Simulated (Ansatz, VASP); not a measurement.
**Mg7Te in VASP and in Ansatz**

```
CELL_PARAMETERS angstrom
0.00000 4.56461 4.56461
4.56461 0.00000 4.56461
4.56461 4.56461 0.00000
ATOMIC_POSITIONS crystal
Mg 0.50000 0.00000 0.00000
Mg 0.00000 0.00000 0.50000
Mg 0.00000 0.50000 0.00000
Mg 0.00000 0.50000 0.50000
Mg 0.50000 0.50000 0.00000
Mg 0.50000 0.00000 0.50000
Mg 0.50000 0.50000 0.50000
Te 0.00000 0.00000 0.00000
```

Alike in both runs: functional PBE; k mesh 4 × 4 × 4; occupations gaussian, width 0.2 eV; no spin polarisation.

Ansatz relaxed the structure, and its values are those at the end. VASP's run is a single point on that final structure, the one shown.

|  | VASP | Ansatz |
| --- | --- | --- |
| version | VASP 6.6.1 | Ansatz 0.2.0 |
| potentials or method | VASP PAW PBE potentials, release 64 (Mg, Te), cutoff 520 eV | scalar-relativistic, plane waves, PAW |
| valence electrons in the cell | 20 | 86 |

```tsv
	VASP	Ansatz	Ansatz less VASP
gap on the k mesh at the Fermi level (eV)	none	none	-
pressure (GPa)	-0.3	-0.2	+0.10
```

A gap of «none» marks a metal or a gap that the smearing closes. The functional is the same, so the differences come from potentials, cutoffs and numerics. VASP's potentials hold 20 valence electrons a cell and Ansatz's 86, so a difference there can come from the potentials and not from the codes.

Spin-orbit coupling is off throughout.
